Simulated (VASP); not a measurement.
B6C, 14 atoms in the cell. It takes space group R-3m (No. 166, trigonal). Conventional cell: a = 5.555 Å, b = 5.555 Å, c = 12.243 Å, α = 90.00°, β = 90.00°, γ = 120.00°. Within 2.1 Å of B (site symmetry m) lie 1 C at 1.54 Å and 5 B at 1.78 to 1.80 Å. B (site symmetry m) has 6 B at 1.71 to 1.87 Å within 2.3 Å. Within 2.1 Å of C (site symmetry 3m) lie 3 B at 1.54 Å. 

```yaml
Program: VASP 6.6.1
Task: relaxation of cell and atoms
Functional: PBE
Potentials_or_basis: VASP PAW PBE potentials, release 64 (B, C)
Cutoff: 600 eV
k_mesh: 6 × 6 × 6
Occupations: gaussian, width 0.1 eV
Spin: no spin polarisation
Dipole_correction: no
Further_INCAR_settings: ALGO = Normal; EDIFF = 1e-07; IBRION = 2; EDIFFG = -0.001; NSW = 80; ISIF = 3
```

Potentials or basis: VASP PAW PBE potentials, release 64 (B, C).

The run is started by

```bash
$ cat potpaw_PBE.64/B/POTCAR potpaw_PBE.64/C/POTCAR > POTCAR
$ mpirun -np 1 vasp_std > vasp.out
```

Hardware: 1 thread of AMD EPYC 7R13 Processor (Zen 3), with other jobs on the host.

Q: Estimate the wall time of this run.

A: Run time: 11 min on 1 thread of AMD EPYC 7R13 Processor (Zen 3) (shared host), peak memory 0.27 GiB. Counts: scf iterations 37, k points 32, ion steps 7.
